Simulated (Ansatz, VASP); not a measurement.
## One calculation of SnO, two programs

```
CELL_PARAMETERS angstrom
3.94270 0.00000 0.00000
0.00000 3.94270 0.00000
0.00000 0.00000 4.46910
ATOMIC_POSITIONS crystal
Sn 0.00000 0.50000 0.24575
Sn 0.50000 0.00000 0.75425
O 0.00000 0.00000 0.00000
O 0.50000 0.50000 0.00000
```

Alike in both runs: task single point; functional LDA; k mesh 10 × 10 × 8; occupations gaussian, width 0.15 eV; no spin polarisation.

```csv
,VASP,Ansatz
version,VASP 6.6.1,Ansatz 0.2.0
potentials or method,"VASP PAW LDA potentials, release 64 (Sn_d, O_h), cutoff 910 eV","scalar-relativistic, plane waves, PAW"
valence electrons in the cell,40,40
```

|  | VASP | Ansatz | Ansatz less VASP |
| --- | --- | --- | --- |
| gap on the k mesh at the Fermi level (eV) | 0.41 | 0.43 | +0.015 |
| least direct gap on the mesh (eV) | 1.64 | 1.67 | +0.031 |
| rms of the force components (eV/Å) | 0.095 | 0.132 | +0.0371 |

LDA's correlation is that of Perdew and Zunger in VASP and of Perdew and Wang (1992) in Ansatz. Atom by atom the forces differ by 0.037 eV/Å (rms over components).

Noted on VASP's run: the cutoff is under 1.25 times that of the potentials, so the pressure is a little rough.
